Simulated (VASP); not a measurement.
# Na6H (Pm-3m) in VASP: further runs

Na6H is run at these levels: PBE; tasks: single point, relaxation of cell and atoms.

Program: VASP 6.6.1. These are calculated values, not measurements. Logs are shortened: lines on timing, memory, paths and dates and some standing lists are left out, and cuts for length are marked.

### 1 The cell of the first run

Symmetry: Pm-3m, No. 221, cubic system. The conventional cell has a = 8.245 Å, b = 8.245 Å, c = 8.245 Å, α = 90.00°, β = 90.00°, γ = 90.00°. Na (site symmetry 4mm) has 5 Na at 3.24 to 3.54 Å within 4.3 Å.

The cell was built from a structure type or drawn by symmetry, and may not be a known phase.

### 2 Single point, PBE

INCAR

```
PREC = Accurate
ENCUT = 520
EDIFF = 1E-7
ISMEAR = 0
SIGMA = 0.1
LREAL = False
LASPH = True
NELM = 100
ALGO = Normal
ISIF = 2
LWAVE = False
LCHARG = False
GGA = PE
NBANDS = 30
```

KPOINTS

```
regular mesh
0
Gamma
  6 6 6
```

POSCAR

```
Na6H
1.0
    8.2449243308      0.0000000000      0.0000000000
    0.0000000000      8.2449243308      0.0000000000
    0.0000000000      0.0000000000      8.2449243308
Na H
6 1
Direct
    0.1964606426      0.5000000000      0.5000000000
    0.5000000000      0.1964606426      0.5000000000
    0.8035393574      0.5000000000      0.5000000000
    0.5000000000      0.8035393574      0.5000000000
    0.5000000000      0.5000000000      0.1964606426
    0.5000000000      0.5000000000      0.8035393574
    0.0000000000      0.0000000000      0.0000000000
```

Potentials or basis: VASP PAW PBE potentials, release 64 (Na_pv, H).

On the command line:

```
> cat potpaw_PBE.64/Na_pv/POTCAR potpaw_PBE.64/H/POTCAR > POTCAR
> mpirun -np 1 vasp_std > vasp.out
```

OUTCAR:

```text
PREC = Accurate
   ENCUT = 520
   EDIFF = 1E-7
   ISMEAR = 0
   LREAL = False
   LASPH = True
   NELM = 100
   ISIF = 2
   GGA = PE

 ion  position               nearest neighbor table
   1  0.196  0.500  0.500-
   2  0.500  0.196  0.500-
   3  0.804  0.500  0.500-
   4  0.500  0.804  0.500-
   5  0.500  0.500  0.196-
   6  0.500  0.500  0.804-
   7  0.000  0.000  0.000-

  LATTYP: Found a simple cubic cell.
 ALAT       =     8.2449243308

  Lattice vectors:

 A1 = (   8.2449243308,   0.0000000000,   0.0000000000)
 A2 = (   0.0000000000,   8.2449243308,   0.0000000000)
 A3 = (   0.0000000000,   0.0000000000,   8.2449243308)

Analysis of symmetry for initial positions (statically):
=====================================================================
 Subroutine PRICEL returns:
 Original cell was already a primitive cell.

 Routine SETGRP: Setting up the symmetry group for a
 simple cubic supercell.

 Subroutine GETGRP returns: Found 48 space group operations
 (whereof 48 operations were pure point group operations)
 out of a pool of 48 trial point group operations.

The static configuration has the point symmetry O_h .

Analysis of symmetry for dynamics (positions and initial velocities):
=====================================================================
 Subroutine PRICEL returns:
 Original cell was already a primitive cell.

 Routine SETGRP: Setting up the symmetry group for a
 simple cubic supercell.

 Subroutine GETGRP returns: Found 48 space group operations
 (whereof 48 operations were pure point group operations)
 out of a pool of 48 trial point group operations.

The dynamic configuration has the point symmetry O_h .

 Subroutine INISYM returns: Found 48 space group operations
 (whereof 48 operations are pure point group operations),
 and found     1 'primitive' translations

----------------------------------------------------------------------------------------

                                     Primitive cell

  volume of cell :     560.4799

  direct lattice vectors                    reciprocal lattice vectors
     8.244924331  0.000000000  0.000000000     0.121286741  0.000000000  0.000000000
     0.000000000  8.244924331  0.000000000     0.000000000  0.121286741  0.000000000
     0.000000000  0.000000000  8.244924331     0.000000000  0.000000000  0.121286741

  length of vectors
     8.244924331  8.244924331  8.244924331     0.121286741  0.121286741  0.121286741

  position of ions in fractional coordinates (direct lattice)
     0.196460643  0.500000000  0.500000000
     0.500000000  0.196460643  0.500000000
     0.803539357  0.500000000  0.500000000
     0.500000000  0.803539357  0.500000000
     0.500000000  0.500000000  0.196460643
     0.500000000  0.500000000  0.803539357
     0.000000000  0.000000000  0.000000000

  ion indices of the primitive-cell ions
   primitive index   ion index
                 1           1
                 2           2
                 3           3
                 4           4
                 5           5
                 6           6
                 7           7

----------------------------------------------------------------------------------------

 KPOINTS: regular mesh

Automatic generation of k-mesh.
 Grid dimensions read from file:
 generate k-points for:    6    6    6

 Generating k-lattice:

  Cartesian coordinates                     Fractional coordinates (reciprocal lattice)
     0.020214457  0.000000000  0.000000000     0.166666667  0.000000000  0.000000000
     0.000000000  0.020214457  0.000000000     0.000000000  0.166666667  0.000000000
     0.000000000  0.000000000  0.020214457     0.000000000  0.000000000  0.166666667

  Length of vectors
     0.020214457  0.020214457  0.020214457

  Shift w.r.t. Gamma in fractional coordinates (k-lattice)
     0.000000000  0.000000000  0.000000000

 Subroutine IBZKPT returns following result:
 ===========================================

 Found     20 irreducible k-points:

 Following reciprocal coordinates:
            Coordinates               Weight
  0.000000  0.000000  0.000000      1.000000
  0.166667  0.000000  0.000000      6.000000
  0.333333  0.000000  0.000000      6.000000
  0.500000  0.000000  0.000000      3.000000
  0.166667  0.166667  0.000000     12.000000
  0.333333  0.166667  0.000000     24.000000
[... 12 lines left out ...]
  0.500000  0.500000  0.333333      6.000000
  0.500000  0.500000  0.500000      1.000000
   k-points           NKPTS =     20   k-points in BZ     NKDIM =     20   number of bands    NBANDS=     30
   number of dos      NEDOS =    301   number of ions     NIONS =      7
   total plane-waves  NPLWV = 262144
   dimension x,y,z NGX =    64 NGY =   64 NGZ =   64
   dimension x,y,z NGXF=   128 NGYF=  128 NGZF=  128
   ions per type =               6   1
   NGX,Y,Z   is equivalent  to a cutoff of  12.90, 12.90, 12.90 a.u.
   NGXF,Y,Z  is equivalent  to a cutoff of  25.81, 25.81, 25.81 a.u.
 SYSTEM =  unknown system
   PREC   = accura    normal or accurate (medium, high low for compatibility)
   ISTART =      0    job   : 0-new  1-cont  2-samecut
   ICHARG =      2    charge: 1-file 2-atom 10-const
   ISPIN  =      1    spin polarized calculation?
   LNONCOLLINEAR =      F non collinear calculations
   LSORBIT =      F    spin-orbit coupling
   LASPH  =      T    aspherical Exc in radial PAW
   ENCUT  =  520.0 eV  38.22 Ry    6.18 a.u.  15.33 15.33 15.33*2*pi/ulx,y,z
   NELM   =    100;   NELMIN=  2; NELMDL= -5     # of ELM steps
   EDIFF  = 0.1E-06   stopping-criterion for ELM
   LREAL  =      F    real-space projection
   EDIFFG = 0.1E-05   stopping-criterion for IOM
   NSW    =      0    number of steps for IOM
   IBRION =     -1    ionic relax: 0-MD 1-quasi-New 2-CG
   NFREE  =      0    steps in history (QN), initial steepest desc. (CG)
   ISIF   =      2    stress and relaxation
   ISYM   =      2    0-nonsym 1-usesym 2-fastsym
   POTIM  = 0.5000    time-step for ionic-motion
   TEBEG  =    0.0;   TEEND  =   0.0 temperature during run
   PSTRESS=    0.0 pullay stress
   NELECT =      43.0000    total number of electrons
   NUPDOWN=      -1.0000    fix difference up-down
   EMIN   =  10.00;   EMAX   =-10.00  energy-range for DOS
   EFERMI =   0.00;   METHOD = LEGACY
   ISMEAR =     0;   SIGMA  =   0.10  broadening in eV -4-tet -1-fermi 0-gaus
   EFERMI_NEDOS =   21; number of points for ismear=-14 and -15
   IALGO  =     38    algorithm
   IMIX   =      4    mixing-type and parameters
     AMIX     =   0.40;   BMIX     =  1.00
     AMIX_MAG =   1.60;   BMIX_MAG =  1.00
  volume/ion in A,a.u.               =      80.07       540.33
  Fermi-wavevector in a.u.,A,eV,Ry     =   0.695629  1.314548  6.583854  0.483900
  Thomas-Fermi vector in A             =   1.778454
   LORBIT       =      0    0 simple, 1 ext, 2 COOP (PROOUT), +10 PAW based schemes
   GGA     = PE    functional components
   LHFCALC =     F    Hartree Fock is set to
   AEXX    =    0.0000 exact exchange contribution
   IVDW    =     0    specifies the selected vdW correction
   LEPSILON=     F    determine dielectric tensor
   LRPA    =     F    only Hartree local field effects (RPA)
 non-spin polarized calculation
 Gauss-broadening in eV      SIGMA  =   0.10
  energy-cutoff  :      520.00
  volume of cell :      560.48
 maximum number of plane-waves:     15203
 NGX is ok and might be reduce to    64
   NGX = 31   NGY = 31   NGZ = 31

 number of electron      43.0000093 magnetization

 Free energy of the ion-electron system (eV)
  ---------------------------------------------------
  ext. energy  EPLUGINS =         0.00000000
  ---------------------------------------------------
  free energy    TOTEN  =        -6.32628776 eV

  energy without entropy =       -6.27197138  energy(sigma->0) =       -6.29912957

 E-fermi :  -2.0117     XC(G=0):  -4.0779

 val. band max:       -2.0264632239   @ k =   0.5000   0.1667   0.0000
 cond. band min:      -2.0058850856   @ k =   0.3333   0.0000   0.0000
 fundamental gap:      0.0205781384
 Fermi energy:        -2.0117310082

 k-point     1 :       0.0000    0.0000    0.0000
  band No.  band energies     occupation
      1     -27.4188      2.00000
      2     -27.3925      2.00000
      3     -27.3925      2.00000
      4     -27.3902      2.00000
      5     -27.3902      2.00000
      6     -27.3902      2.00000
[... 22 lines left out ...]
     29       0.8088      0.00000
     30       1.2818      0.00000

 k-point     2 :       0.1667    0.0000    0.0000
  band No.  band energies     occupation
      1     -27.4179      2.00000
      2     -27.3972      2.00000
      3     -27.3924      2.00000
      4     -27.3907      2.00000
      5     -27.3907      2.00000
      6     -27.3893      2.00000
[... 22 lines left out ...]
     29       0.8261      0.00000
     30       1.1033      0.00000

 k-point     3 :       0.3333    0.0000    0.0000
  band No.  band energies     occupation
      1     -27.4153      2.00000
      2     -27.4028      2.00000
      3     -27.3924      2.00000
      4     -27.3913      2.00000
      5     -27.3913      2.00000
      6     -27.3893      2.00000
[... 22 lines left out ...]
     29       0.8535      0.00000
     30       0.8632      0.00000

 k-point     4 :       0.5000    0.0000    0.0000
  band No.  band energies     occupation
      1     -27.4132      2.00000
      2     -27.4060      2.00000
      3     -27.3924      2.00000
      4     -27.3915      2.00000
      5     -27.3915      2.00000
      6     -27.3893      2.00000
[... 484 lines left out ...]
     29       0.8525      0.00000
     30       1.8074      0.00000

 k-point    19 :       0.5000    0.5000    0.3333
  band No.  band energies     occupation
      1     -27.4055      2.00000
      2     -27.4054      2.00000
      3     -27.4054      2.00000
      4     -27.3933      2.00000
      5     -27.3929      2.00000
      6     -27.3929      2.00000
[... 22 lines left out ...]
     29       0.8801      0.00000
     30       1.7209      0.00000

 k-point    20 :       0.5000    0.5000    0.5000
  band No.  band energies     occupation
      1     -27.4053      2.00000
      2     -27.4053      2.00000
      3     -27.4053      2.00000
      4     -27.3933      2.00000
      5     -27.3933      2.00000
      6     -27.3933      2.00000
[... 22 lines left out ...]
     29       0.9098      0.00000
     30       1.6497      0.00000

------------------------ aborting loop because EDIFF is reached ----------------------------------------

  FORCE on cell =-STRESS in cart. coord.  units (eV):
  Direction    XX          YY          ZZ          XY          YZ          ZX
  --------------------------------------------------------------------------------------
  -------------------------------------------------------------------------------------
  Total        0.0123073      0.0123073      0.0123073      0.0000000     -0.0000000      0.0000000
  in kB        0.0351815      0.0351815      0.0351815      0.0000000     -0.0000000      0.0000000
  external PRESSURE =       0.0351815 kB  Pullay stress =       0.0000000 kB

 VOLUME and BASIS-vectors are now :
 -----------------------------------------------------------------------------
  energy-cutoff  :      520.00
  volume of cell :      560.48
      direct lattice vectors                 reciprocal lattice vectors
     8.244924331  0.000000000  0.000000000     0.121286741  0.000000000  0.000000000
     0.000000000  8.244924331  0.000000000     0.000000000  0.121286741  0.000000000
     0.000000000  0.000000000  8.244924331     0.000000000  0.000000000  0.121286741

 POSITION                                       TOTAL-FORCE (eV/Angst)
 -----------------------------------------------------------------------------------
      1.61980      4.12246      4.12246         0.004084      0.000000     -0.000000
      4.12246      1.61980      4.12246        -0.000000      0.004084      0.000000
      6.62512      4.12246      4.12246        -0.004084     -0.000000     -0.000000
      4.12246      6.62512      4.12246         0.000000     -0.004084      0.000000
      4.12246      4.12246      1.61980        -0.000000     -0.000000      0.004084
      4.12246      4.12246      6.62512         0.000000      0.000000     -0.004084
      0.00000      0.00000      0.00000        -0.000000      0.000000      0.000000
 -----------------------------------------------------------------------------------
    total drift:                                0.000000     -0.000000     -0.000000

  FREE ENERGIE OF THE ION-ELECTRON SYSTEM (eV)
  ---------------------------------------------------
  free  energy   TOTEN  =        -6.3262877612 eV

  energy  without entropy=       -6.2719713758  energy(sigma->0) =       -6.29912957
```

Wall time 4.3 min (1 thread of Intel Xeon 6975P-C (Granite Rapids), shared host); peak memory 0.7 GiB.

Results:

| Quantity | Value |
| --- | --- |
| Free energy | -6.3263 eV |
| Pressure | 0.0 GPa |
| Largest force | 0.004 eV/Å |
| Band gap on the k mesh | zero (an odd number of electrons rules out a gap without spin polarisation) |

Forces in eV/Å, atoms in the order of the input:
```
Na   0.004  0.000  0.000
Na   0.000  0.004  0.000
Na  -0.004  0.000  0.000
Na   0.000 -0.004  0.000
Na   0.000  0.000  0.004
Na   0.000  0.000 -0.004
H    0.000  0.000  0.000
```

### 3 Relaxation of cell and atoms, PBE

This run uses another cell than the first one, of 78.62 Å³/atom.

INCAR

```
SYSTEM = Na6H
ALGO = Normal
EDIFF = 1E-6
EDIFFG = -0.01
ENCUT = 600
GGA = PE
IBRION = 2
ISIF = 3
ISMEAR = 0
LASPH = .True.
LCHARG = .False.
LREAL = .False.
LWAVE = .False.
NELM = 100
NSW = 100
PREC = Accurate
SIGMA = 0.1
```

KPOINTS

```
k-points
0
Gamma
  6 6 6
  0 0 0
```

POSCAR

```
Na6H
1.0
    8.1950448706      0.0000000000      0.0000000000
    0.0000000000      8.1950448706      0.0000000000
    0.0000000000      0.0000000000      8.1950448706
Na H
6 1
Direct
    0.1979454976      0.5000000000      0.5000000000
    0.5000000000      0.1979454976      0.5000000000
    0.8020545024      0.5000000000      0.5000000000
    0.5000000000      0.8020545024      0.5000000000
    0.5000000000      0.5000000000      0.1979454976
    0.5000000000      0.5000000000      0.8020545024
    0.0000000000      0.0000000000      0.0000000000
```

Potentials or basis: VASP PAW PBE potentials, release 64 (Na_pv, H).

On the command line:

```
> cat potpaw_PBE.64/Na_pv/POTCAR potpaw_PBE.64/H/POTCAR > POTCAR
> mpirun -np 1 vasp_std > vasp.out
```

Wall time 14 min (1 thread of Intel Xeon 6975P-C (Granite Rapids), shared host); peak memory 0.89 GiB.

It converged, with:

| Quantity | Value |
| --- | --- |
| Free energy | -6.3259 eV |
| Relaxed volume | 80.32 Å³/atom |
| Relaxed cell | a = 8.254 Å, b = 8.254 Å, c = 8.254 Å, α = 90.00°, β = 90.00°, γ = 90.00° |
| Space group after relaxing (to 0.1 Å) | Pm-3m (No. 221) |
| Energy gained by relaxing | 0.4 meV/atom |
| Ionic steps | 5 |
| Pressure after relaxing | 0.0 GPa |
| Band gap on the k mesh | zero (an odd number of electrons rules out a gap without spin polarisation) |

Forces in eV/Å, atoms in the order of the input:
```
Na   0.003  0.000  0.000
Na   0.000  0.003  0.000
Na  -0.003  0.000  0.000
Na   0.000 -0.003  0.000
Na   0.000  0.000  0.003
Na   0.000  0.000 -0.003
H    0.000  0.000  0.000
```

Step by step:
| step | energy change (eV) | largest force (eV/Å) | pressure (GPa) | volume (Å³) |
| --- | --- | --- | --- | --- |
| 1 | 0.0000 | 0.0343 | 0.05 | 550.37 |
| 2 | -0.0008 | 0.0282 | 0.05 | 552.19 |
| 3 | -0.0024 | 0.0110 | 0.02 | 557.68 |
| 4 | -0.0020 | 0.0216 | -0.02 | 568.77 |
| 5 | -0.0028 | 0.0029 | 0.00 | 562.26 |

Final structure:
```
Na H
1.0
     8.25362    0.00000    0.00000
     0.00000    8.25362    0.00000
     0.00000    0.00000    8.25362
Na H
6 1
Cartesian
  1.6229 4.1268 4.1268
  4.1268 1.6229 4.1268
  6.6307 4.1268 4.1268
  4.1268 6.6307 4.1268
  4.1268 4.1268 1.6229
  4.1268 4.1268 6.6307
  8.2536 8.2536 0.0000
```

Levels at points of the mesh, in eV from the Fermi level:
```csv
k point,band 19,band 20,band 21,band 22,band 23,band 24,band 25
"(0.00, 0.00, 0.00)",-2.06,-0.10,0.51,0.51,0.51,0.53,0.53
"(0.50, 0.00, 0.00)",-1.89,-0.66,0.01,0.59,0.63,0.63,0.95
"(0.50, 0.50, 0.00)",-1.71,-0.52,-0.52,-0.12,0.77,0.84,1.46
"(0.50, 0.50, 0.50)",-1.51,-0.44,-0.44,-0.44,-0.09,1.37,1.37
```

### 4 Single point, PBE

This run uses another cell than the first one, of 21.37 Å³/atom.

INCAR

```
PREC     = Accurate       # precision mode
ENCUT    = 520            # plane-wave cutoff, eV
EDIFF    = 1E-6           # SCF threshold, eV
ISMEAR   = 0              # smearing method
SIGMA    = 0.1            # smearing width, eV
LREAL    = False          # projectors in reciprocal space
LASPH    = True           # aspherical terms in the spheres
NELM     = 60             # most SCF steps
ALGO     = Normal         # electronic algorithm
ISIF     = 2              # what is computed and relaxed
LWAVE    = False          # write WAVECAR
LCHARG   = True           # write CHGCAR
GGA      = PE             # functional
LELF     = True           # ELF
LVHAR    = True         
NBANDS   = 30             # bands
```

KPOINTS

```
Automatic mesh
0
Gamma
  4 4 4
```

POSCAR

```
Na6H
1.0
    5.3082163600      0.0000000000      0.0000000000
    0.0000000000      5.3082163600      0.0000000000
    0.0000000000      0.0000000000      5.3082163600
Na H
6 1
Direct
    0.2099999900      0.5000000000      0.5000000000
    0.5000000000      0.2099999900      0.5000000000
    0.7900000100      0.5000000000      0.5000000000
    0.5000000000      0.7900000100      0.5000000000
    0.5000000000      0.5000000000      0.2099999900
    0.5000000000      0.5000000000      0.7900000100
    0.0000000000      0.0000000000      0.0000000000
```

On the command line:

```
> cat potpaw_PBE.64/Na_pv/POTCAR potpaw_PBE.64/H/POTCAR > POTCAR
> mpirun -np 1 vasp_std > vasp.out
```

It took 60 s on 1 thread of Intel Xeon 8259CL, shared host; peak memory 0.24 GiB.

Results (log left out):

```
Free energy            : 6.1631 eV
Pressure               : 26.2 GPa
Largest force          : 5.262 eV/Å
Band gap on the k mesh : zero (an odd number of electrons rules out a gap without spin polarisation)
```

Forces on the atoms (eV/Å):
```
Na  -5.262  0.000  0.000
Na   0.000 -5.262  0.000
Na   5.262  0.000  0.000
Na   0.000  5.262  0.000
Na   0.000  0.000 -5.262
Na   0.000  0.000  5.262
H    0.000  0.000  0.000
```

Levels at points of the mesh, in eV from the Fermi level:
```tsv
k point	band 19	band 20	band 21	band 22	band 23	band 24	band 25	band 26
(0.00, 0.00, 0.00)	-4.51	-0.92	0.83	0.83	0.83	1.35	1.35	2.08
(0.50, 0.00, 0.00)	-3.39	-2.95	0.28	1.31	1.72	1.72	2.32	2.32
(0.50, 0.50, 0.00)	-2.44	-2.05	-1.46	-1.46	1.72	2.20	2.74	2.98
(0.50, 0.50, 0.50)	-1.56	-1.52	-0.52	-0.52	-0.52	0.19	0.19	0.19
```

Caveat: the cell stands under pressure; forces of over 1 eV/Å act on the atoms, so gaps and moduli don't describe the material at rest.

### 5 Summary

| task | cell | k mesh | cutoff (eV) | gap on the mesh (eV) | pressure (GPa) |
| --- | --- | --- | --- | --- | --- |
| single point | a = 8.245 Å, 7 atoms, atomic positions A | 6 × 6 × 6 | 520 | none | 0.0 |
| relaxation of cell and atoms | relaxed from a = 8.195 Å, 7 atoms, atomic positions B | 6 × 6 × 6 | 600 | none | 0.0 |
| single point | a = 5.308 Å, 7 atoms, atomic positions C | 4 × 4 × 4 | 520 | none | 26.2 |

Alike in all rows: level PBE; potentials or basis VASP PAW PBE potentials, release 64 (Na_pv, H); no spin polarisation; smearing gaussian 0.1 eV.

Caveats: the cell stands under pressure (at least some runs); forces of over 1 eV/Å act on the atoms, so gaps and moduli don't describe the material at rest (at least some runs).

Absolute energies hang on the potentials; compare differences alone.
